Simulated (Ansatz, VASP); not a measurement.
**MgO: VASP beside Ansatz**

```
CELL_PARAMETERS angstrom
3.48122 0.00328 0.03486
-1.73777 2.99576 -0.03072
0.04178 -0.01838 4.13881
ATOMIC_POSITIONS crystal
Mg 0.67089 0.33335 0.74608
Mg 0.32770 0.66646 0.25619
O 0.65875 0.32710 0.25289
O 0.34265 0.67309 0.74484
```

Change from the starting cell: all atoms moved at random, cell strained at random.

Alike in both runs: task single point; functional PBEsol; k mesh 9 × 9 × 6; occupations gaussian, width 0.02 eV; no spin polarisation.

```csv
,VASP,Ansatz
version,VASP 6.6.1,Ansatz 0.2.0
potentials or method,"VASP PAW PBE potentials, release 64 (Mg, O), cutoff 520 eV","scalar-relativistic, plane waves, PAW"
valence electrons in the cell,16,32
```

```tsv
	VASP	Ansatz	Ansatz less VASP
gap on the k mesh at the Fermi level (eV)	3.39	3.40	+0.004
least direct gap on the mesh (eV)	3.39	3.40	+0.004
pressure (GPa)	3.6	4.0	+0.36
traceless stress, the component that is largest in VASP (GPa)	-2.59	-2.59	-0.003
rms of the force components (eV/Å)	0.269	0.267	-0.0025
```

VASP's potentials were made for PBE, not for PBEsol. Atom by atom the forces differ by 0.003 eV/Å (rms over components). With one functional, cell and mesh, what is left measures potentials, basis and numerics. VASP's potentials hold 16 valence electrons a cell and Ansatz's 32, so a difference there can come from the potentials and not from the codes.
